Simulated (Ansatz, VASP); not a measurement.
This is a calculation of CdS for Ansatz 0.2.0.

File input.yaml:

```yaml
crystal:
  lattice:
    - [0.0, 2.9165, 2.9165]
    - [2.9165, 0.0, 2.9165]
    - [2.9165, 2.9165, 0.0]
  atoms:
    - { symbol: Cd, position: [0.0, 0.0, 0.0] }
    - { symbol: S, position: [0.75, 0.75, 0.75] }
hamiltonian:
  xc: pbe
  pseudopotentials: { kind: paw_fr }
magnetization:
  noncollinear: true
  spin_orbit: true
kpoints:
  mp_grid: { grid: [8, 8, 8] }
scf:
  occupations: { method: fermi_dirac, width: 0.05 }
output:
  forces: true
  stress: true
  eigenvalues: true
```

Potentials or basis: Ansatz PAW.

Run with:

```bash
$ ansatz run input.yaml --threads 2 --pin off --max-ram 5120MiB --backend cpu --events-out ev --progress --plain --runs-dir out
```

Problem. Set up the same calculation for VASP 6.6.1. Potentials there: VASP PAW PBE potentials, release 64 (Cd, S).

Solution. As run (the cutoff follows the program's own potentials):

INCAR

```
SYSTEM = CdS
PREC = Accurate ; ENCUT = 520
EDIFF = 1E-6 ; ISMEAR = -1
SIGMA = 0.05 ; LREAL = .FALSE.
LASPH = .TRUE. ; NELM = 150
ALGO = Normal ; ISIF = 2
LWAVE = .FALSE. ; LCHARG = .FALSE.
MAGMOM = 0 0 0 0 0 0 ; LORBIT = 11
LSORBIT = .TRUE. ; GGA_COMPAT = .FALSE.
LORBMOM = .TRUE. ; GGA = PE
NBANDS = 30
```

KPOINTS

```
regular mesh
0
G
  8 8 8
  0 0 0
```

Contents of POSCAR:

```
CdS
1.0
    0.0000000000      2.9165000000      2.9165000000
    2.9165000000      0.0000000000      2.9165000000
    2.9165000000      2.9165000000      0.0000000000
Cd S
1 1
Direct
    0.0000000000      0.0000000000      0.0000000000
    0.7500000000      0.7500000000      0.7500000000
```

Potentials or basis: VASP PAW PBE potentials, release 64 (Cd, S).

Launch:

```bash
$ cat potpaw_PBE.64/Cd/POTCAR potpaw_PBE.64/S/POTCAR > POTCAR
$ mpirun -np 1 vasp_ncl > vasp.out
```

Both were run:

|  | VASP | Ansatz | Ansatz less VASP |
| --- | --- | --- | --- |
| pressure (GPa) | 3.2 | 2.8 | -0.37 |
| net moment per atom (μB) | 0.00 | 0.00 | 0.000 |

With one functional, cell and mesh, what is left measures potentials, basis and numerics. VASP's potentials hold 18 valence electrons a cell and Ansatz's 26, so a difference there can come from the potentials and not from the codes.
